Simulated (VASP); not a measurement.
Write the native input for VASP 6.6.1 that does the following.

* Task: single point
* Functional: PBEsol
* Potentials or basis: VASP PAW PBE potentials, release 64 (Pt)
* Cutoff: 520 eV
* k mesh: 24 × 24 × 24
* Occupations: methfessel-paxton, width 0.1 eV
* Spin: no spin polarisation
* Dipole correction: no
* Further INCAR settings: ALGO = Normal; EDIFF = 1e-07; NBANDS = 11

The structure of Pt lies in POSCAR:

```
Pt
1.0
    0.0000000000      1.9587894476      1.9587894476
    1.9587894476      0.0000000000      1.9587894476
    1.9587894476      1.9587894476      0.0000000000
Pt
1
Direct
    0.0000000000      0.0000000000      0.0000000000
```

The input as run:

INCAR

```
SYSTEM = Pt
PREC = Accurate
ENCUT = 520
EDIFF = 1E-7
ISMEAR = 1
SIGMA = 0.1
LREAL = .FALSE.
LASPH = .TRUE.
NELM = 100
ALGO = Normal
ISIF = 2
LWAVE = .FALSE.
LCHARG = .FALSE.
GGA = PS
NBANDS = 11
```

KPOINTS

```
Automatic mesh
0
G
  24 24 24
  0 0 0
```

Potentials or basis: VASP PAW PBE potentials, release 64 (Pt).

Launch:

```bash
$ cat potpaw_PBE.64/Pt/POTCAR > POTCAR
$ mpirun -np 1 vasp_std > vasp.out
```

It gave:

| Property | Result |
| --- | --- |
| Pressure | -0.4 GPa |
| Band gap on the k mesh | zero (bands 5 and 6 overlap by 2.24 eV) |

Caveat: the PAW data sets were made with another functional, which shifts forces and pressure a little; spin-orbit coupling is left out, which moves the levels of the heavy elements.

Wall time 86 s on 1 thread of Intel Xeon 8259CL, on a shared host, peak memory 0.2 GiB.
